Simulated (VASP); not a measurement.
Input of a VASP 6.6.1 run:

POSCAR

```
NaF
1.0
    0.0000000000      2.2971680842      2.2971680842
    2.2971680842      0.0000000000      2.2971680842
    2.2971680842      2.2971680842      0.0000000000
Na F
1 1
Direct
    0.0000000000      0.0000000000      0.0000000000
    0.5000000000      0.5000000000      0.5000000000
```

INCAR.step1

```
  PREC = Accurate
  ENCUT = 520
  ISMEAR = 0
  SIGMA = 0.01
  LREAL = F
  LASPH = T
  NELM = 100
  NBANDS = 14
  GGA = PE
  ALGO = Normal
  EDIFF = 1E-4
  LWAVE = T
  LCHARG = F
```

The input INCAR.step2:

```
  PREC = Accurate
  ENCUT = 520
  EDIFF = 1E-7
  ISMEAR = 0
  SIGMA = 0.01
  LREAL = F
  LASPH = T
  NELM = 100
  ALGO = Normal
  ISIF = 2
  LWAVE = F
  LCHARG = F
  METAGGA = R2SCAN
  LMIXTAU = T
  NBANDS = 14
  ISTART = 1
```

Contents of KPOINTS:

```
Automatic mesh
0
Gamma
  8 8 8
```

Potentials or basis: VASP PAW PBE potentials, release 64 (Na_pv, F).

The run is started by

```sh
$ cat potpaw_PBE.64/Na_pv/POTCAR potpaw_PBE.64/F/POTCAR > POTCAR
$ cp INCAR.step1 INCAR
$ mpirun -np 1 vasp_std > vasp.out
$ cp INCAR.step2 INCAR
$ mpirun -np 1 vasp_std > vasp.out
```

Problem. What does it give for the band gap on the k mesh?

Solution. 7.32 eV, direct.

Problem. Estimate the pressure.

Solution. -0.9 GPa.

Caveat: the PAW data sets were made with another functional, which shifts forces and pressure a little. r2SCAN opens gaps a little over a GGA but as a rule still falls short of measured ones.
